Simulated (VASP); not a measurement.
# Pt3Cl in VASP: further runs

Pt3Cl is run at these levels: PBE; tasks: relaxation of the atoms.

All numbers are computed with VASP 6.6.1; they aren't measurements. Logs are shortened: lines on timing, memory, paths and dates and some standing lists are left out, and cuts for length are marked.

### 1 The cell of the first run

The cell holds a slab with vacuum, 4 atoms: a = 2.807 Å, b = 2.807 Å, c = 19.351 Å, α = 90.00°, β = 90.00°, γ = 90.00°.

### 2 Relaxation of the atoms, PBE

INCAR

```
  PREC = Accurate
  ENCUT = 450
  EDIFF = 1E-7
  ISMEAR = 0
  SIGMA = 0.1
  LREAL = F
  LASPH = T
  NELM = 120
  ALGO = Normal
  ISIF = 2
  LWAVE = F
  LCHARG = F
  LDIPOL = T
  IDIPOL = 3
  DIPOL = 0.5 0.5 0.362
  GGA = PE
  IBRION = 2
  NSW = 50
  EDIFFG = -0.025
  GGA_COMPAT = F
  NELMIN = 4
  NELMDL = -8
```

KPOINTS

```
Automatic mesh
0
Gamma
  9 9 1
```

POSCAR

```
Pt3Cl
1.0
    2.8071640675      0.0000000000      0.0000000000
    0.0000000000      2.8071640675      0.0000000000
    0.0000000000      0.0000000000     19.3513901305
Pt Cl
3 1
Selective dynamics
Direct
    0.5000000000      0.5000000000      0.2067034964  F F F
    0.0000000000      0.0000000000      0.3062505503  F F F
    0.5000000000      0.5000000000      0.4057274479  T T T
    0.5000000000      0.5000000000      0.5287160282  F F T
```

Potentials or basis: VASP PAW PBE potentials, release 64 (Pt, Cl).

Run with:

```bash
$ cat potpaw_PBE.64/Pt/POTCAR potpaw_PBE.64/Cl/POTCAR > POTCAR
$ mpirun -np 1 vasp_std > vasp.out
```

OUTCAR:

```text
PREC = Accurate
   ENCUT = 450
   EDIFF = 1E-7
   ISMEAR = 0
   LREAL = F
   LASPH = T
   NELM = 120
   ISIF = 2
   GGA = PE
   IBRION = 2
   NSW = 50
   EDIFFG = -0.025
   NELMIN = 4
   NELMDL = -8

 ion  position               nearest neighbor table
   1  0.500  0.500  0.207-   2 2.77   2 2.77   2 2.77   2 2.77
   2  0.000  0.000  0.306-   3 2.77   3 2.77   3 2.77   3 2.77   1 2.77   1 2.77   1 2.77   1 2.77

   3  0.500  0.500  0.406-   4 2.38   2 2.77   2 2.77   2 2.77   2 2.77
   4  0.500  0.500  0.529-   3 2.38

  LATTYP: Found a simple tetragonal cell.
 ALAT       =     2.8071640675
 C/A-ratio  =     6.8935728961

  Lattice vectors:

 A1 = (   2.8071640675,   0.0000000000,   0.0000000000)
 A2 = (   0.0000000000,   2.8071640675,   0.0000000000)
 A3 = (   0.0000000000,   0.0000000000,  19.3513901305)

Analysis of symmetry for initial positions (statically):
=====================================================================
 Subroutine PRICEL returns:
 Original cell was already a primitive cell.

 Routine SETGRP: Setting up the symmetry group for a
 simple tetragonal supercell.

 Subroutine GETGRP returns: Found  8 space group operations
 (whereof  8 operations were pure point group operations)
 out of a pool of 16 trial point group operations.

The static configuration has the point symmetry C_4v.

Analysis of symmetry for dynamics (positions and initial velocities):
=====================================================================
 Subroutine PRICEL returns:
 Original cell was already a primitive cell.

 Routine SETGRP: Setting up the symmetry group for a
 simple tetragonal supercell.

 Subroutine GETGRP returns: Found  8 space group operations
 (whereof  8 operations were pure point group operations)
 out of a pool of 16 trial point group operations.

The dynamic configuration has the point symmetry C_4v.

Analysis of constrained symmetry for selective dynamics:
=====================================================================
 Subroutine PRICEL returns:
 Original cell was already a primitive cell.
[... 145 lines left out ...]

 Free energy of the ion-electron system (eV)
  ---------------------------------------------------
  ext. energy  EPLUGINS =         0.00000000
  ---------------------------------------------------
  free energy    TOTEN  =       -18.80430564 eV

  energy without entropy =      -18.76289140  energy(sigma->0) =      -18.78359852

------------------------ aborting loop because EDIFF is reached ----------------------------------------

  FORCE on cell =-STRESS in cart. coord.  units (eV):
  Direction    XX          YY          ZZ          XY          YZ          ZX
  --------------------------------------------------------------------------------------
  -------------------------------------------------------------------------------------
  Total       -0.3897468     -0.3897468     -0.7962371      0.0000000     -0.0000000      0.0000000
  in kB       -4.0949194     -4.0949194     -8.3657569      0.0000000     -0.0000000      0.0000000
  external PRESSURE =      -5.5185319 kB  Pullay stress =       0.0000000 kB
[... 19 lines left out ...]
  FREE ENERGIE OF THE ION-ELECTRON SYSTEM (eV)
  ---------------------------------------------------
  free  energy   TOTEN  =       -18.8043056367 eV

  energy  without entropy=      -18.7628913999  energy(sigma->0) =      -18.78359852

 dipolmoment           0.000000      0.000000      0.001460 electrons x Angstroem

--------------------------------------- Ionic step        2  -------------------------------------------

 number of electron      37.0000009 magnetization

------------------------ aborting loop because EDIFF is reached ----------------------------------------
[... 225 lines left out ...]
 number of electron      37.0000010 magnetization

------------------------ aborting loop because EDIFF is reached ----------------------------------------

 vacuum level on the upper side and lower side of the slab       (xc-potential included)        -0.112         0.085

  FORCE on cell =-STRESS in cart. coord.  units (eV):
  Direction    XX          YY          ZZ          XY          YZ          ZX
  --------------------------------------------------------------------------------------
  -------------------------------------------------------------------------------------
  Total       -0.9589603     -0.9589603      0.0020844      0.0000000      0.0000000      0.0000000
  in kB      -10.0754266    -10.0754266      0.0218999      0.0000000      0.0000000      0.0000000
  external PRESSURE =      -6.7096511 kB  Pullay stress =       0.0000000 kB
[... 25 lines left out ...]
--------------------------------------- Ionic step        9  -------------------------------------------

 number of electron      37.0000010 magnetization

 dipolmoment           0.000000      0.000000     -0.008527 electrons x Angstroem

 Free energy of the ion-electron system (eV)
  ---------------------------------------------------
  ext. energy  EPLUGINS =         0.00000000
  ---------------------------------------------------
  free energy    TOTEN  =       -18.87687653 eV

  energy without entropy =      -18.83594566  energy(sigma->0) =      -18.85641110

 E-fermi :   0.6009     XC(G=0):  -6.1188

 val. band max:        0.6006336512   @ k =   0.3333   0.1111   0.0000
 cond. band min:       0.6046226947   @ k =   0.3333   0.2222   0.0000
 fundamental gap:      0.0039890434
 Fermi energy:         0.6008787551

 k-point     1 :       0.0000    0.0000    0.0000
  band No.  band energies     occupation
      1     -15.9685      2.00000
      2      -8.2510      2.00000
      3      -6.0183      2.00000
      4      -5.6754      2.00000
      5      -5.2389      2.00000
      6      -5.0336      2.00000
[... 364 lines left out ...]
     21       4.7872      0.00000
     22       6.2575      0.00000

------------------------ aborting loop because EDIFF is reached ----------------------------------------

 vacuum level on the upper side and lower side of the slab       (xc-potential included)        -0.217        -0.026

  FORCE on cell =-STRESS in cart. coord.  units (eV):
  Direction    XX          YY          ZZ          XY          YZ          ZX
  --------------------------------------------------------------------------------------
  -------------------------------------------------------------------------------------
  Total       -0.9505985     -0.9505985     -0.0149940      0.0000000      0.0000000      0.0000000
  in kB       -9.9875724     -9.9875724     -0.1575358      0.0000000      0.0000000      0.0000000
  external PRESSURE =      -6.7108935 kB  Pullay stress =       0.0000000 kB
[... 19 lines left out ...]
  FREE ENERGIE OF THE ION-ELECTRON SYSTEM (eV)
  ---------------------------------------------------
  free  energy   TOTEN  =       -18.8768765333 eV

  energy  without entropy=      -18.8359456591  energy(sigma->0) =      -18.85641110

 reached required accuracy - stopping structural energy minimisation

 vacuum level on the upper side and lower side of the slab         5.944         6.140
```

OSZICAR:

```text
N       E                     dE             d eps       ncg     rms          rms(c)
DAV:   1     0.244572389228E+03    0.24457E+03   -0.15123E+04   660   0.126E+03
DAV:   2    -0.273425263027E+01   -0.24731E+03   -0.23720E+03   864   0.266E+02
DAV:   3    -0.198609009749E+02   -0.17127E+02   -0.16673E+02   852   0.673E+01
[... 127 lines left out ...]
DAV:   4    -0.188768800982E+02   -0.63954E-06   -0.22854E-05   760   0.352E-02    0.213E-02
DAV:   5    -0.188768783196E+02    0.17786E-05   -0.84663E-06   776   0.279E-02    0.160E-02
DAV:   6    -0.188768769680E+02    0.13517E-05   -0.26170E-06   786   0.107E-02    0.817E-03
DAV:   7    -0.188768765541E+02    0.41386E-06   -0.38238E-06   706   0.813E-03    0.192E-03
DAV:   8    -0.188768765333E+02    0.20787E-07   -0.29518E-07   422   0.419E-03
   9 F= -.18876877E+02 E0= -.18856411E+02  d E =-.721498E-04
```

It took 9.3 min on 1 thread of Oxide Virtual Turin-like, shared host; peak memory 0.21 GiB.

What came out:

```yaml
Free_energy: -18.8769 eV
Energy_gained_by_relaxing: 18.1 meV/atom
Ionic_steps: 9
Band_gap_on_the_k_mesh: zero (an odd number of electrons rules out a gap without spin polarisation)
```

The path:
```csv
step,energy change (eV),largest force on free atoms (eV/Å),pressure (GPa)
1,0.0000,1.3867,-0.55
2,-0.0720,0.1256,-0.48
3,-0.0723,0.0430,-0.45
4,-0.0722,0.0556,-0.46
5,-0.0723,0.0541,-0.48
6,-0.0725,0.0502,-0.55
7,-0.0725,0.0534,-0.68
8,-0.0726,0.0293,-0.67
9,-0.0726,0.0201,-0.67
```

Final structure:
```cif
data_structure
_symmetry_space_group_name_H-M 'P 1'
_symmetry_Int_Tables_number 1
_cell_length_a 2.8072
_cell_length_b 2.8072
_cell_length_c 19.3514
_cell_angle_alpha 90.000
_cell_angle_beta 90.000
_cell_angle_gamma 90.000
_cell_volume 152.49
loop_
_atom_site_label
_atom_site_type_symbol
_atom_site_fract_x
_atom_site_fract_y
_atom_site_fract_z
_atom_site_occupancy
Pt1 Pt 0.50000 0.50000 0.20670 1
Pt2 Pt 0.00000 0.00000 0.30625 1
Pt3 Pt 0.50000 0.50000 0.41009 1
Cl1 Cl 0.50000 0.50000 0.52747 1
```

Caveat: spin-orbit coupling is left out, which moves the levels of the heavy elements.

### 3 Relaxation of the atoms, PBE

INCAR

```
ALGO = Normal ; DIPOL = 0.5 0.5 0.356
EDIFF = 1E-7 ; EDIFFG = -0.025
ENCUT = 450 ; GGA = PE
GGA_COMPAT = F ; IBRION = 2
IDIPOL = 3 ; ISIF = 2
ISMEAR = 0 ; LASPH = T
LCHARG = F ; LDIPOL = T
LREAL = F ; LWAVE = F
NELM = 120 ; NELMDL = -8
NELMIN = 4 ; NSW = 50
PREC = Accurate ; SIGMA = 0.1
```

KPOINTS

```
k-points
0
Gamma
  9 9 1
```

POSCAR, as its differences from that of step 2:

```diff
@@ -12,2 +12,2 @@
     0.5000000000      0.5000000000      0.4057274479  T T T
-    0.5000000000      0.5000000000      0.5287160282  F F T
+    1.0000000000      1.0000000000      0.5037956498  F F T
```

Potentials or basis: VASP PAW PBE potentials, release 64 (Pt, Cl).

Run with:

```bash
$ cat potpaw_PBE.64/Pt/POTCAR potpaw_PBE.64/Cl/POTCAR > POTCAR
$ mpirun -np 1 vasp_std > vasp.out
```

OUTCAR:

```text
EDIFF = 1E-7
   EDIFFG = -0.025
   ENCUT = 450
   GGA = PE
   IBRION = 2
   ISIF = 2
   ISMEAR = 0
   LASPH = T
   LREAL = F
   NELM = 120
   NELMDL = -8
   NELMIN = 4
   NSW = 50
   PREC = Accurate

 ion  position               nearest neighbor table
   1  0.500  0.500  0.207-   2 2.77   2 2.77   2 2.77   2 2.77
   2  0.000  0.000  0.306-   3 2.77   3 2.77   3 2.77   3 2.77   1 2.77   1 2.77   1 2.77   1 2.77

   3  0.500  0.500  0.406-   4 2.75   4 2.75   4 2.75   4 2.75   2 2.77   2 2.77   2 2.77   2 2.77

   4  0.000  0.000  0.504-   3 2.75   3 2.75   3 2.75   3 2.75

  LATTYP: Found a simple tetragonal cell.
 ALAT       =     2.8071640675
 C/A-ratio  =     6.8935728961

[... 430 lines left out ...]
  free energy    TOTEN  =       -18.24772208 eV

  energy without entropy =      -18.20697101  energy(sigma->0) =      -18.22734654

 E-fermi :   0.4109     XC(G=0):  -6.0408

 val. band max:        0.4087370748   @ k =   0.1111   0.0000   0.0000
 cond. band min:       0.4488074502   @ k =   0.4444   0.4444   0.0000
 fundamental gap:      0.0400703754
 Fermi energy:         0.4108752482

 k-point     1 :       0.0000    0.0000    0.0000
  band No.  band energies     occupation
      1     -15.9092      2.00000
      2      -8.4721      2.00000
      3      -6.4941      2.00000
      4      -5.7815      2.00000
      5      -5.5043      2.00000
      6      -4.3066      2.00000
[... 364 lines left out ...]
     21       4.6724      0.00000
     22       5.5056      0.00000

------------------------ aborting loop because EDIFF is reached ----------------------------------------

 vacuum level on the upper side and lower side of the slab       (xc-potential included)         0.050        -0.376

  FORCE on cell =-STRESS in cart. coord.  units (eV):
  Direction    XX          YY          ZZ          XY          YZ          ZX
  --------------------------------------------------------------------------------------
  -------------------------------------------------------------------------------------
  Total        0.7063484      0.7063484     -0.2334124      0.0000000      0.0000000      0.0000000
  in kB        7.4213304      7.4213304     -2.4523738      0.0000000      0.0000000      0.0000000
  external PRESSURE =       4.1300956 kB  Pullay stress =       0.0000000 kB
[... 19 lines left out ...]
  FREE ENERGIE OF THE ION-ELECTRON SYSTEM (eV)
  ---------------------------------------------------
  free  energy   TOTEN  =       -18.2477220799 eV

  energy  without entropy=      -18.2069710078  energy(sigma->0) =      -18.22734654

 reached required accuracy - stopping structural energy minimisation

 vacuum level on the upper side and lower side of the slab         6.340         5.897
```

OSZICAR:

```text
N       E                     dE             d eps       ncg     rms          rms(c)
DAV:   1     0.248395720765E+03    0.24840E+03   -0.15146E+04   660   0.126E+03
DAV:   2    -0.108700279435E+01   -0.24948E+03   -0.23857E+03   862   0.267E+02
DAV:   3    -0.189568453312E+02   -0.17870E+02   -0.17354E+02   876   0.692E+01
[... 107 lines left out ...]
DAV:   5    -0.182477422170E+02    0.26116E-04   -0.15609E-04   886   0.101E-01    0.529E-02
DAV:   6    -0.182477385655E+02    0.36515E-05   -0.72124E-05   702   0.688E-02    0.319E-02
DAV:   7    -0.182477219642E+02    0.16601E-04   -0.98356E-05   822   0.612E-02    0.102E-02
DAV:   8    -0.182477220415E+02   -0.77300E-07   -0.59148E-06   722   0.183E-02    0.443E-03
DAV:   9    -0.182477220799E+02   -0.38395E-07   -0.38923E-07   744   0.381E-03
   7 F= -.18247722E+02 E0= -.18227347E+02  d E =-.191651E-03
```

It took 8.6 min on 1 thread of Oxide Virtual Turin-like, shared host; peak memory 0.21 GiB.

What came out:

```yaml
Free_energy: -18.2477 eV
Energy_gained_by_relaxing: 3.9 meV/atom
Ionic_steps: 7
Band_gap_on_the_k_mesh: zero (an odd number of electrons rules out a gap without spin polarisation)
```

Step by step:
| step | energy change (eV) | largest force on free atoms (eV/Å) | pressure (GPa) |
| --- | --- | --- | --- |
| 1 | 0.0000 | 0.3049 | 1.46 |
| 2 | -0.0044 | 0.2273 | 1.38 |
| 3 | -0.0076 | 0.1955 | 1.27 |
| 4 | -0.0105 | 0.1415 | 1.09 |
| 5 | -0.0151 | 0.0412 | 0.57 |
| 6 | -0.0153 | 0.0467 | 0.45 |
| 7 | -0.0155 | 0.0031 | 0.41 |

Final structure:
```
Pt Cl
1.0
     2.80716    0.00000    0.00000
     0.00000    2.80716    0.00000
     0.00000    0.00000   19.35139
Pt Cl
3 1
Direct
  0.50000 0.50000 0.20670
  0.00000 0.00000 0.30625
  0.50000 0.50000 0.40692
  0.00000 0.00000 0.50985
```

Caveat: spin-orbit coupling is left out, which moves the levels of the heavy elements.

The gap in the log of VASP goes by the Fermi energy; the results here count the filled bands.